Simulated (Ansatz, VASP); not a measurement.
## One calculation of MgCd5O6, two programs

```xyz
12
Lattice="3.3277 0.0000 0.0000 0.0000 3.3277 0.0000 0.0000 0.0000 14.1253" Properties=species:S:1:pos:R:3 pbc="T T T"
Mg    1.6639    1.6639    7.0626
Cd    0.0000    0.0000    9.3286
Cd    1.6639    1.6639   11.6957
Cd    0.0000    0.0000    0.0000
Cd    1.6639    1.6639    2.4296
Cd    0.0000    0.0000    4.7967
O     0.0000    0.0000   11.7080
O     1.6639    1.6639    0.0000
O     0.0000    0.0000    2.4173
O     1.6639    1.6639    4.9122
O     0.0000    0.0000    7.0626
O     1.6639    1.6639    9.2131
```

Alike in both runs: functional PBE; k mesh 6 × 6 × 1; occupations gaussian, width 0.1 eV; no spin polarisation.

Ansatz relaxed the structure, and its values are those at the end. VASP's run is a single point on that final structure, the one shown.

```csv
,VASP,Ansatz
version,VASP 6.6.1,Ansatz 0.2.0
potentials or method,"VASP PAW PBE potentials, release 64 (Mg_sv, Cd_sv_GW, O), cutoff 750 eV","scalar-relativistic, plane waves, PAW"
valence electrons in the cell,146,146
```

```csv
,VASP,Ansatz,Ansatz less VASP
gap on the k mesh at the Fermi level (eV),none,none,-
pressure (GPa),-0.3,0.0,+0.29
rms of the force components (eV/Å),0.006,0.005,-0.0011
```

A gap of «none» marks a metal or a gap that the smearing closes. The functional is the same, so the differences come from potentials, cutoffs and numerics.

The k mesh is coarse, so the values compare programs but aren't converged.
